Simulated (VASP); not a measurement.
# BN (P2_1/m) in VASP: relaxation of cell and atoms with PBE

Aim: the relaxation of cell and atoms of BN with PBE.

Program: VASP 6.6.1. These are calculated values, not measurements. Logs are shortened: lines on timing, memory, paths and dates and some standing lists are left out, and cuts for length are marked.

### 1 The cell of the first run

It takes space group P2_1/m (No. 11, monoclinic). The conventional cell has a = 6.372 Å, b = 2.548 Å, c = 6.375 Å, α = 90.00°, β = 118.66°, γ = 90.00°. B (site symmetry m) has 3 N at 1.45 to 1.49 Å within 1.9 Å. Within 2.0 Å of B (site symmetry m) lie 4 N at 1.51 to 1.64 Å. Within 2.0 Å of B (site symmetry m) lie 4 N at 1.51 to 1.65 Å. N (site symmetry m) has 3 B at 1.45 to 1.51 Å within 1.9 Å. N (site symmetry m) has 4 B at 1.49 to 1.65 Å within 2.0 Å. Within 2.0 Å of N (site symmetry m) lie 4 B at 1.51 to 1.64 Å.

The cell was generated, and may not be a known phase.

### 2 Relaxation of cell and atoms, PBE

Input file INCAR:

```
SYSTEM = BN
PREC = Accurate
ENCUT = 600
EDIFF = 1E-7
ISMEAR = 0
SIGMA = 0.02
LREAL = .FALSE.
LASPH = .TRUE.
NELM = 80
ALGO = Normal
ISIF = 3
LWAVE = .FALSE.
LCHARG = .FALSE.
GGA = PE
IBRION = 2
NSW = 100
EDIFFG = -0.01
```

Input file KPOINTS:

```
Automatic mesh
0
G
  4 10 4
  0 0 0
```

Input file POSCAR:

```
BN
1.0
    6.3718747052      0.0000000000      0.0000000000
    0.0000000000      2.5480583950      0.0000000000
   -3.0579401404      0.0000000000      5.5941594937
B N
6 6
Direct
    0.2806878849      0.7500000000      0.2273193161
    0.7193121151      0.2500000000      0.7726806839
    0.9573688416      0.7500000000      0.6124051721
    0.0426311584      0.2500000000      0.3875948279
    0.3433918157      0.2500000000      0.9085694507
    0.6566081843      0.7500000000      0.0914305493
    0.2193045289      0.2500000000      0.2933754124
    0.7806954711      0.7500000000      0.7066245876
    0.6139341955      0.2500000000      0.9365223300
    0.3860658045      0.7500000000      0.0634776700
    0.8843316332      0.7500000000      0.3284508185
    0.1156683668      0.2500000000      0.6715491815
```

Potentials or basis: VASP PAW PBE potentials, release 64 (B, N).

Launch:

```console
$ cat potpaw_PBE.64/B/POTCAR potpaw_PBE.64/N/POTCAR > POTCAR
$ mpirun -np 1 vasp_std > vasp.out
```

OUTCAR:

```text
SYSTEM = BN
   PREC = Accurate
   ENCUT = 600
   EDIFF = 1E-7
   ISMEAR = 0
   LREAL = .FALSE.
   LASPH = .TRUE.
   NELM = 80
   ISIF = 3
   GGA = PE
   IBRION = 2
   NSW = 100
   EDIFFG = -0.01

 ion  position               nearest neighbor table
   1  0.281  0.750  0.227-   7 1.45   7 1.45  10 1.49
   2  0.719  0.250  0.773-   8 1.45   8 1.45   9 1.49
   3  0.957  0.750  0.612-   8 1.51  12 1.55  12 1.55  11 1.64
   4  0.043  0.250  0.388-   7 1.51  11 1.55  11 1.55  12 1.64
   5  0.343  0.250  0.909-  12 1.51  10 1.55  10 1.55   9 1.65
   6  0.657  0.750  0.091-  11 1.51   9 1.55   9 1.55  10 1.65
   7  0.219  0.250  0.293-   1 1.45   1 1.45   4 1.51
   8  0.781  0.750  0.707-   2 1.45   2 1.45   3 1.51
   9  0.614  0.250  0.937-   2 1.49   6 1.55   6 1.55   5 1.65
  10  0.386  0.750  0.063-   1 1.49   5 1.55   5 1.55   6 1.65
  11  0.884  0.750  0.328-   6 1.51   4 1.55   4 1.55   3 1.64
  12  0.116  0.250  0.672-   5 1.51   3 1.55   3 1.55   4 1.64

  LATTYP: Found a simple monoclinic cell.
 ALAT       =     6.3718747052
 B/A-ratio  =     0.3998914782
 C/A-ratio  =     1.0005519439
 COS(beta)  =    -0.4796474195

  Lattice vectors:

 A1 = (   6.3718747052,   0.0000000000,   0.0000000000)
 A2 = (   0.0000000000,   2.5480583950,   0.0000000000)
 A3 = (  -3.0579401404,   0.0000000000,   5.5941594937)

Analysis of symmetry for initial positions (statically):
=====================================================================
 Subroutine PRICEL returns:
 Original cell was already a primitive cell.

 Routine SETGRP: Setting up the symmetry group for a
 simple monoclinic supercell.

 Subroutine GETGRP returns: Found  4 space group operations
 (whereof  2 operations were pure point group operations)
 out of a pool of  4 trial point group operations.

The static configuration has the point symmetry S_2 .
 The point group associated with its full space group is C_2h.

Analysis of symmetry for dynamics (positions and initial velocities):
=====================================================================
 Subroutine PRICEL returns:
 Original cell was already a primitive cell.

 Routine SETGRP: Setting up the symmetry group for a
 simple monoclinic supercell.

 Subroutine GETGRP returns: Found  4 space group operations
 (whereof  2 operations were pure point group operations)
 out of a pool of  4 trial point group operations.

The dynamic configuration has the point symmetry S_2 .
 The point group associated with its full space group is C_2h.

 Subroutine INISYM returns: Found  4 space group operations
 (whereof  2 operations are pure point group operations),
 and found     1 'primitive' translations

----------------------------------------------------------------------------------------

                                     Primitive cell

  volume of cell :      90.8263

  direct lattice vectors                    reciprocal lattice vectors
     6.371874705  0.000000000  0.000000000     0.156939684  0.000000000  0.085788072
     0.000000000  2.548058395  0.000000000     0.000000000  0.392455684  0.000000000
    -3.057940140  0.000000000  5.594159494     0.000000000  0.000000000  0.178757864

  length of vectors
     6.371874705  2.548058395  6.375391623     0.178856528  0.392455684  0.178757864

  position of ions in fractional coordinates (direct lattice)
     0.280687885  0.750000000  0.227319316
     0.719312115  0.250000000  0.772680684
     0.957368842  0.750000000  0.612405172
     0.042631158  0.250000000  0.387594828
     0.343391816  0.250000000  0.908569451
     0.656608184  0.750000000  0.091430549
     0.219304529  0.250000000  0.293375412
     0.780695471  0.750000000  0.706624588
     0.613934196  0.250000000  0.936522330
     0.386065804  0.750000000  0.063477670
     0.884331633  0.750000000  0.328450819
     0.115668367  0.250000000  0.671549181

  ion indices of the primitive-cell ions
   primitive index   ion index
                 1           1
                 2           2
                 3           3
                 4           4
                 5           5
                 6           6
                 7           7
                 8           8
                 9           9
                10          10
                11          11
                12          12

----------------------------------------------------------------------------------------

 KPOINTS: Automatic mesh

Automatic generation of k-mesh.
 Grid dimensions read from file:
 generate k-points for:    4   10    4

 Generating k-lattice:

  Cartesian coordinates                     Fractional coordinates (reciprocal lattice)
     0.039234921  0.000000000  0.021447018     0.250000000  0.000000000 -0.000000000
     0.000000000  0.039245568  0.000000000     0.000000000  0.100000000  0.000000000
     0.000000000  0.000000000  0.044689466     0.000000000  0.000000000  0.250000000

  Length of vectors
     0.044714132  0.039245568  0.044689466

  Shift w.r.t. Gamma in fractional coordinates (k-lattice)
     0.000000000  0.000000000  0.000000000

 Subroutine IBZKPT returns following result:
 ===========================================

 Found     60 irreducible k-points:

 Following reciprocal coordinates:
            Coordinates               Weight
  0.000000  0.000000  0.000000      1.000000
  0.250000  0.000000  0.000000      2.000000
  0.500000  0.000000  0.000000      1.000000
  0.000000  0.100000  0.000000      2.000000
  0.250000  0.100000  0.000000      4.000000
  0.500000  0.100000  0.000000      2.000000
[... 16 lines left out ...]
  0.000000  0.100000  0.250000      4.000000
  0.250000  0.100000  0.250000      4.000000
 [... further k-points ...]
   k-points           NKPTS =     60   k-points in BZ     NKDIM =     60   number of bands    NBANDS=     31
   number of dos      NEDOS =    301   number of ions     NIONS =     12
   total plane-waves  NPLWV =  58320
   dimension x,y,z NGX =    54 NGY =   20 NGZ =   54
   dimension x,y,z NGXF=   108 NGYF=   40 NGZF=  108
   ions per type =               6   6
   NGX,Y,Z   is equivalent  to a cutoff of  14.09, 13.05, 14.08 a.u.
   NGXF,Y,Z  is equivalent  to a cutoff of  28.18, 26.10, 28.16 a.u.
 SYSTEM =  BN
   PREC   = accura    normal or accurate (medium, high low for compatibility)
   ISTART =      0    job   : 0-new  1-cont  2-samecut
   ICHARG =      2    charge: 1-file 2-atom 10-const
   ISPIN  =      1    spin polarized calculation?
   LNONCOLLINEAR =      F non collinear calculations
   LSORBIT =      F    spin-orbit coupling
   LASPH  =      T    aspherical Exc in radial PAW
   ENCUT  =  600.0 eV  44.10 Ry    6.64 a.u.  12.73  5.09 12.73*2*pi/ulx,y,z
   NELM   =     80;   NELMIN=  2; NELMDL= -5     # of ELM steps
   EDIFF  = 0.1E-06   stopping-criterion for ELM
   LREAL  =      F    real-space projection
   EDIFFG = -.1E-01   stopping-criterion for IOM
   NSW    =    100    number of steps for IOM
   IBRION =      2    ionic relax: 0-MD 1-quasi-New 2-CG
   NFREE  =      1    steps in history (QN), initial steepest desc. (CG)
   ISIF   =      3    stress and relaxation
   ISYM   =      2    0-nonsym 1-usesym 2-fastsym
   POTIM  = 0.5000    time-step for ionic-motion
   TEBEG  =    0.0;   TEEND  =   0.0 temperature during run
   PSTRESS=    0.0 pullay stress
   NELECT =      48.0000    total number of electrons
   NUPDOWN=      -1.0000    fix difference up-down
   EMIN   =  10.00;   EMAX   =-10.00  energy-range for DOS
   EFERMI =   0.00;   METHOD = LEGACY
   ISMEAR =     0;   SIGMA  =   0.02  broadening in eV -4-tet -1-fermi 0-gaus
   EFERMI_NEDOS =   21; number of points for ismear=-14 and -15
   IALGO  =     38    algorithm
   IMIX   =      4    mixing-type and parameters
     AMIX     =   0.40;   BMIX     =  1.00
     AMIX_MAG =   1.60;   BMIX_MAG =  1.00
  volume/ion in A,a.u.               =       7.57        51.08
  Fermi-wavevector in a.u.,A,eV,Ry     =   1.323584  2.501211 23.835692  1.751874
  Thomas-Fermi vector in A             =   2.453181
   LORBIT       =      0    0 simple, 1 ext, 2 COOP (PROOUT), +10 PAW based schemes
   GGA     = PE    functional components
   LHFCALC =     F    Hartree Fock is set to
   AEXX    =    0.0000 exact exchange contribution
   IVDW    =     0    specifies the selected vdW correction
   LEPSILON=     F    determine dielectric tensor
   LRPA    =     F    only Hartree local field effects (RPA)
 conjugate gradient relaxation of ions
 non-spin polarized calculation
 Gauss-broadening in eV      SIGMA  =   0.02
  energy-cutoff  :      600.00
  volume of cell :       90.83
 maximum number of plane-waves:      3056
 NGX is ok and might be reduce to    54
   NGX = 25   NGY = 11   NGZ = 25

--------------------------------------- Ionic step        1  -------------------------------------------

 number of electron      48.0000007 magnetization

 Free energy of the ion-electron system (eV)
  ---------------------------------------------------
  ext. energy  EPLUGINS =         0.00000000
  ---------------------------------------------------
  free energy    TOTEN  =      -102.57600468 eV

  energy without entropy =     -102.57600468  energy(sigma->0) =     -102.57600468

------------------------ aborting loop because EDIFF is reached ----------------------------------------

  FORCE on cell =-STRESS in cart. coord.  units (eV):
  Direction    XX          YY          ZZ          XY          YZ          ZX
  --------------------------------------------------------------------------------------
  -------------------------------------------------------------------------------------
  Total       -0.0284323      0.0022825     -0.0317231      0.0000000      0.0000000     -0.0297704
  in kB       -0.5015464      0.0402638     -0.5595962      0.0000000      0.0000000     -0.5251504
  external PRESSURE =      -0.3402930 kB  Pullay stress =       0.0000000 kB
[... 77 lines left out ...]
  energy  without entropy=     -102.5759340403  energy(sigma->0) =     -102.57593404

--------------------------------------- Ionic step        3  -------------------------------------------

 number of electron      48.0000007 magnetization

 Free energy of the ion-electron system (eV)
  ---------------------------------------------------
  ext. energy  EPLUGINS =         0.00000000
  ---------------------------------------------------
  free energy    TOTEN  =      -102.57604087 eV

  energy without entropy =     -102.57604087  energy(sigma->0) =     -102.57604087

 E-fermi :   4.5209     XC(G=0): -11.0908

 val. band max:        4.3503771465   @ k =   0.0000   0.0000   0.0000
 cond. band min:       8.0438624420   @ k =   0.5000   0.5000   0.0000
 fundamental gap:      3.6934852955
 Fermi energy:         4.5209378032

 k-point     1 :       0.0000    0.0000    0.0000
  band No.  band energies     occupation
      1     -15.0395      2.00000
      2     -13.5979      2.00000
      3     -12.3921      2.00000
      4     -11.8206      2.00000
      5     -11.7170      2.00000
      6     -10.0256      2.00000
[... 805 lines left out ...]
     30      13.2519      0.00000
     31      13.3920      0.00000

 [... further k-points ...]

------------------------ aborting loop because EDIFF is reached ----------------------------------------

  FORCE on cell =-STRESS in cart. coord.  units (eV):
  Direction    XX          YY          ZZ          XY          YZ          ZX
  --------------------------------------------------------------------------------------
  -------------------------------------------------------------------------------------
  Total       -0.0238881     -0.0170600     -0.0223746      0.0000000      0.0000000     -0.0194425
  in kB       -0.4214235     -0.3009653     -0.3947224      0.0000000      0.0000000     -0.3429957
  external PRESSURE =      -0.3723704 kB  Pullay stress =       0.0000000 kB
[... 27 lines left out ...]
  FREE ENERGIE OF THE ION-ELECTRON SYSTEM (eV)
  ---------------------------------------------------
  free  energy   TOTEN  =      -102.5760408687 eV

  energy  without entropy=     -102.5760408687  energy(sigma->0) =     -102.57604087

 reached required accuracy - stopping structural energy minimisation
```

It took 6 min on 1 thread of Intel Xeon Platinum 8488C (Sapphire Rapids), shared host; peak memory 0.31 GiB.

What came out:

* Free energy: -102.5760 eV
* Energy gained by relaxing: 0.0 meV/atom
* Ionic steps: 3
* Pressure after relaxing: 0.0 GPa
* Largest force after relaxing: 0.009 eV/Å
* Band gap on the k mesh: 3.69 eV (least direct gap 4.06 eV)

Forces in eV/Å, atoms in the order of the input:
```
B   -0.001  0.000  0.007
B    0.001  0.000 -0.007
B   -0.003  0.000 -0.005
B    0.003  0.000  0.005
B    0.008  0.000  0.004
B   -0.008  0.000 -0.004
N   -0.002  0.000  0.001
N    0.002  0.000 -0.001
N   -0.003  0.000 -0.002
N    0.003  0.000  0.002
N   -0.001  0.000  0.008
N    0.001  0.000 -0.008
```

Final structure:
```
CELL_PARAMETERS angstrom
6.37161 0.00000 -0.00028
0.00000 2.54807 0.00000
-3.05806 0.00000 5.59403
ATOMIC_POSITIONS crystal
B 0.28071 0.75000 0.22734
B 0.71929 0.25000 0.77266
B 0.95732 0.75000 0.61238
B 0.04268 0.25000 0.38762
B 0.34337 0.25000 0.90850
B 0.65663 0.75000 0.09150
N 0.21929 0.25000 0.29337
N 0.78071 0.75000 0.70663
N 0.61395 0.25000 0.93646
N 0.38605 0.75000 0.06354
N 0.88426 0.75000 0.32839
N 0.11574 0.25000 0.67161
```
